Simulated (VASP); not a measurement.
# Gd (Fm-3m) in VASP: settings compared

Aim: see how the results for Gd move with the level of theory and the settings. Levels: PBE, r2SCAN. Tasks: single point.

All numbers are computed with VASP 6.6.1; they aren't measurements. Logs are shortened: lines on timing, memory, paths and dates and some standing lists are left out, and cuts for length are marked.

### 1 The cell of the first run

It takes space group Fm-3m (No. 225, cubic). Conventional cell: a = 5.100 Å, b = 5.100 Å, c = 5.100 Å, α = 90.00°, β = 90.00°, γ = 90.00°. Within 4.7 Å of Gd (site symmetry m-3m) lie 12 Gd at 3.61 Å.

### 2 Single point, PBE, collinear spin, ferromagnetic start

Contents of INCAR:

```
SYSTEM = Gd
PREC = Accurate
ENCUT = 520
EDIFF = 1E-6
ISMEAR = 0
SIGMA = 0.05
LREAL = .FALSE.
LASPH = .TRUE.
NELM = 150
ALGO = Normal
ISIF = 2
LWAVE = .FALSE.
LCHARG = .FALSE.
ISPIN = 2
MAGMOM = 7
LORBIT = 11
LMAXMIX = 6
GGA = PE
NBANDS = 19
```

Contents of KPOINTS:

```
Automatic mesh
0
G
  6 6 6
  0 0 0
```

Contents of POSCAR:

```
Gd
1.0
    0.0000000000      2.5500089709      2.5500089709
    2.5500089709      0.0000000000      2.5500089709
    2.5500089709      2.5500089709      0.0000000000
Gd
1
Direct
    0.0000000000      0.0000000000      0.0000000000
```

Potentials or basis: VASP PAW PBE potentials, release 64 (Gd).

The run is started by

```
$ cat potpaw_PBE.64/Gd/POTCAR > POTCAR
$ mpirun -np 1 vasp_std > vasp.out
```

OUTCAR:

```text
SYSTEM = Gd
   PREC = Accurate
   ENCUT = 520
   EDIFF = 1E-6
   ISMEAR = 0
   LREAL = .FALSE.
   LASPH = .TRUE.
   NELM = 150
   ISIF = 2
   ISPIN = 2
   LORBIT = 11
   GGA = PE

 ion  position               nearest neighbor table
   1  0.000  0.000  0.000-

  LATTYP: Found a face centered cubic cell.
 ALAT       =     5.1000179418

  Lattice vectors:

 A1 = (   0.0000000000,   2.5500089709,   2.5500089709)
 A2 = (   2.5500089709,   0.0000000000,   2.5500089709)
 A3 = (   2.5500089709,   2.5500089709,   0.0000000000)

Analysis of symmetry for initial positions (statically):
=====================================================================
 Subroutine PRICEL returns:
 Original cell was already a primitive cell.

 Routine SETGRP: Setting up the symmetry group for a
 face centered cubic supercell.

 Subroutine GETGRP returns: Found 48 space group operations
 (whereof 48 operations were pure point group operations)
 out of a pool of 48 trial point group operations.

The static configuration has the point symmetry O_h .

Analysis of symmetry for dynamics (positions and initial velocities):
=====================================================================
 Subroutine PRICEL returns:
 Original cell was already a primitive cell.

 Routine SETGRP: Setting up the symmetry group for a
 face centered cubic supercell.

 Subroutine GETGRP returns: Found 48 space group operations
 (whereof 48 operations were pure point group operations)
 out of a pool of 48 trial point group operations.

The dynamic configuration has the point symmetry O_h .

Analysis of structural, dynamic, and magnetic symmetry:
=====================================================================
 Subroutine PRICEL returns:
 Original cell was already a primitive cell.

 Routine SETGRP: Setting up the symmetry group for a
 face centered cubic supercell.

 Subroutine GETGRP returns: Found 48 space group operations
 (whereof 48 operations were pure point group operations)
 out of a pool of 48 trial point group operations.

The overall configuration has the point symmetry O_h .

 Subroutine INISYM returns: Found 48 space group operations
 (whereof 48 operations are pure point group operations),
 and found     1 'primitive' translations

----------------------------------------------------------------------------------------

                                     Primitive cell

  volume of cell :      33.1631

  direct lattice vectors                    reciprocal lattice vectors
[... 93 lines left out ...]
   IALGO  =     38    algorithm
   IMIX   =      4    mixing-type and parameters
     AMIX     =   0.40;   BMIX     =  1.00
     AMIX_MAG =   1.60;   BMIX_MAG =  1.00
  volume/ion in A,a.u.               =      33.16       223.80
  Fermi-wavevector in a.u.,A,eV,Ry     =   1.335408  2.523555 24.263466  1.783314
  Thomas-Fermi vector in A             =   2.464114
   LORBIT       =     11    0 simple, 1 ext, 2 COOP (PROOUT), +10 PAW based schemes
   GGA     = PE    functional components
   LHFCALC =     F    Hartree Fock is set to
   AEXX    =    0.0000 exact exchange contribution
   IVDW    =     0    specifies the selected vdW correction
   LEPSILON=     F    determine dielectric tensor
   LRPA    =     F    only Hartree local field effects (RPA)
 spin polarized calculation
 Gauss-broadening in eV      SIGMA  =   0.05
  energy-cutoff  :      520.00
  volume of cell :       33.16
 maximum number of plane-waves:       911
   NGX = 13   NGY = 13   NGZ = 13

 number of electron      17.9999992 magnetization       7.4070148

 Free energy of the ion-electron system (eV)
  ---------------------------------------------------
  ext. energy  EPLUGINS =         0.00000000
  ---------------------------------------------------
  free energy    TOTEN  =       -11.66179188 eV

  energy without entropy =      -11.66056723  energy(sigma->0) =      -11.66117956

 E-fermi :   3.0087     XC(G=0):  -9.9733

 val. band max:        3.0012624679   @ k =  -0.3333   0.5000   0.1667
 cond. band min:       3.1047660240   @ k =   0.5000   0.3333   0.1667
 fundamental gap:      0.1035035561
 Fermi energy:         3.0087420322

 spin component 1

 k-point     1 :       0.0000    0.0000    0.0000
  band No.  band energies     occupation
      1     -42.2960      1.00000
      2     -19.3174      1.00000
      3     -19.3174      1.00000
      4     -19.3174      1.00000
      5      -2.0437      1.00000
      6      -1.9554      1.00000
[... 328 lines left out ...]
      5      -1.8799      1.00000
      6      -1.8761      1.00000
[... 11 lines left out ...]
     18      10.6323      0.00000
     19      11.1133      0.00000
 Fermi energy:         3.0087420322

 spin component 2

 k-point     1 :       0.0000    0.0000    0.0000
  band No.  band energies     occupation
      1     -39.1017      1.00000
      2     -16.9799      1.00000
      3     -16.9799      1.00000
      4     -16.9799      1.00000
      5      -1.3187      1.00000
      6       3.2722      0.00000
[... 329 lines left out ...]
      6       3.0013      0.58377
[... 11 lines left out ...]
     18      11.8970      0.00000
     19      12.1505      0.00000

------------------------ aborting loop because EDIFF is reached ----------------------------------------

  FORCE on cell =-STRESS in cart. coord.  units (eV):
  Direction    XX          YY          ZZ          XY          YZ          ZX
  --------------------------------------------------------------------------------------
  -------------------------------------------------------------------------------------
  Total       -0.0617365     -0.0617365     -0.0617365      0.0000000      0.0000000     -0.0000000
  in kB       -2.9826163     -2.9826163     -2.9826163      0.0000000      0.0000000     -0.0000000
  external PRESSURE =      -2.9826163 kB  Pullay stress =       0.0000000 kB

 VOLUME and BASIS-vectors are now :
 -----------------------------------------------------------------------------
  energy-cutoff  :      520.00
  volume of cell :       33.16
      direct lattice vectors                 reciprocal lattice vectors
     0.000000000  2.550008971  2.550008971    -0.196077742  0.196077742  0.196077742
     2.550008971  0.000000000  2.550008971     0.196077742 -0.196077742  0.196077742
     2.550008971  2.550008971  0.000000000     0.196077742  0.196077742 -0.196077742

 POSITION                                       TOTAL-FORCE (eV/Angst)
 -----------------------------------------------------------------------------------
      0.00000      0.00000      0.00000         0.000000     -0.000000      0.000000
 -----------------------------------------------------------------------------------
    total drift:                               -0.000000     -0.000000     -0.000000

  FREE ENERGIE OF THE ION-ELECTRON SYSTEM (eV)
  ---------------------------------------------------
  free  energy   TOTEN  =       -11.6617918802 eV

  energy  without entropy=      -11.6605672342  energy(sigma->0) =      -11.66117956

 total charge

# of ion       s       p       d       f       tot
--------------------------------------------------
    1        2.074   5.559   0.580   6.986  15.200

 magnetization (x)

# of ion       s       p       d       f       tot
--------------------------------------------------
    1        0.002  -0.061   0.160   6.816   6.916
```

Run time: 27 s. Hardware: 1 thread of Intel Xeon Platinum 8559C (Emerald Rapids), shared host; peak memory 0.18 GiB.

Results:

* Free energy: -11.6618 eV
* Pressure: -0.3 GPa
* Net moment: 7.41 μB per cell
* Site moments: Gd +6.92 μB
* Valence electrons inside the program's atomic spheres: Gd 15.20

Levels at points of the mesh, in eV from the Fermi level:
Spin up:
```tsv
k point	band 11	band 12	band 13	band 14	band 15	band 16
(0.00, 0.00, 0.00)	-4.78	-4.78	1.35	1.35	1.35	3.60
(0.50, 0.00, 0.00)	-4.78	-2.47	0.87	1.20	1.20	5.26
(0.50, 0.50, 0.00)	-4.82	-2.22	-1.44	2.37	5.30	5.74
```
Spin down:
```
           k point  band 1  band 2  band 3  band 4  band 5  band 6  band 7  band 8  band 9  band 10
(0.00, 0.00, 0.00)  -42.11  -19.99  -19.99  -19.99   -4.33    0.26    0.44    0.44    0.44     0.70
(0.50, 0.00, 0.00)  -42.03  -20.83  -20.10  -20.10   -1.65    0.28    0.46    0.46    0.50     0.64
(0.50, 0.50, 0.00)  -42.01  -20.77  -20.29  -20.29   -1.58   -0.59    0.48    0.49    0.49     0.49
```

Caveat: spin-orbit coupling is left out, which moves the levels of the heavy elements. The state reached can hang on the start; a lower one may exist.

### 3 Single point, r2SCAN, collinear spin, ferromagnetic start

This run uses another cell than the first one, of 34.54 Å³/atom, 1.042 times its volume.

Contents of POSCAR:

```
Gd
1.0
    0.0000000000      2.5848336017      2.5848336017
    2.5848336017      0.0000000000      2.5848336017
    2.5848336017      2.5848336017      0.0000000000
Gd
1
Direct
    0.0000000000      0.0000000000      0.0000000000
```

Contents of INCAR.step1:

```
SYSTEM = Gd
  PREC = Accurate
  ENCUT = 520
  ISMEAR = 0
  SIGMA = 0.05
  LREAL = .FALSE.
  LASPH = .TRUE.
  NELM = 150
  ISPIN = 2
  MAGMOM = 8.45
  LMAXMIX = 6
  NBANDS = 19
  GGA = PE
  ALGO = Normal
  EDIFF = 1E-4
  LWAVE = .TRUE.
  LCHARG = .FALSE.
```

Contents of INCAR.step2:

```
SYSTEM = Gd
  PREC = Accurate
  ENCUT = 520
  EDIFF = 1E-6
  ISMEAR = 0
  SIGMA = 0.05
  LREAL = .FALSE.
  LASPH = .TRUE.
  NELM = 150
  ALGO = Normal
  ISIF = 2
  LWAVE = .FALSE.
  LCHARG = .TRUE.
  ISPIN = 2
  MAGMOM = 8.45
  LORBIT = 11
  LMAXMIX = 6
  METAGGA = R2SCAN
  LMIXTAU = .TRUE.
  LELF = .TRUE.
  LVHAR = .TRUE.
  NBANDS = 19
  ISTART = 1
```

Contents of KPOINTS:

```
Automatic mesh
0
G
  14 14 14
  0 0 0
```

Potentials or basis: VASP PAW PBE potentials, release 64 (Gd).

The run is started by

```
$ cat potpaw_PBE.64/Gd/POTCAR > POTCAR
$ cp INCAR.step1 INCAR
$ mpirun -np 1 vasp_std > vasp.out
$ cp INCAR.step2 INCAR
$ mpirun -np 1 vasp_std > vasp.out
```

Run time: 6.1 min. Hardware: 1 thread of Intel Xeon Platinum 8559C (Emerald Rapids), shared host; peak memory 0.27 GiB.

It converged, with:

- Free energy: -41.0261 eV
- Pressure: -0.1 GPa
- Net moment: 8.06 μB per cell
- Site moments: Gd +7.12 μB
- Valence electrons inside the program's atomic spheres: Gd 15.18

Levels at points of the mesh, in eV from the Fermi level:
Spin up:
```csv
k point,band 9,band 10,band 11,band 12,band 13,band 14,band 15,band 16,band 17,band 18
"(0.00, 0.00, 0.00)",-5.70,-5.70,-5.70,-5.57,1.19,1.19,1.19,3.63,3.63,8.54
"(0.50, 0.00, 0.00)",-5.72,-5.72,-5.70,-2.93,0.42,1.17,1.17,5.13,5.13,7.64
"(0.50, 0.50, 0.00)",-5.75,-5.73,-5.73,-2.14,-1.85,1.64,5.27,5.48,5.48,8.00
```
Spin down:
```csv
k point,band 2,band 3,band 4,band 5,band 6,band 7,band 8,band 9
"(0.00, 0.00, 0.00)",-20.76,-20.76,-20.76,-3.87,1.28,1.38,1.38,1.38
"(0.50, 0.00, 0.00)",-21.50,-20.85,-20.85,-0.79,1.02,1.41,1.42,1.43
"(0.50, 0.50, 0.00)",-21.44,-21.03,-21.03,-1.58,0.37,1.43,1.43,1.45
```

Caveat: the PAW data sets were made with another functional, which shifts forces and pressure a little; spin-orbit coupling is left out, which moves the levels of the heavy elements. The state reached can hang on the start; a lower one may exist.

[end of part 1 of 2]
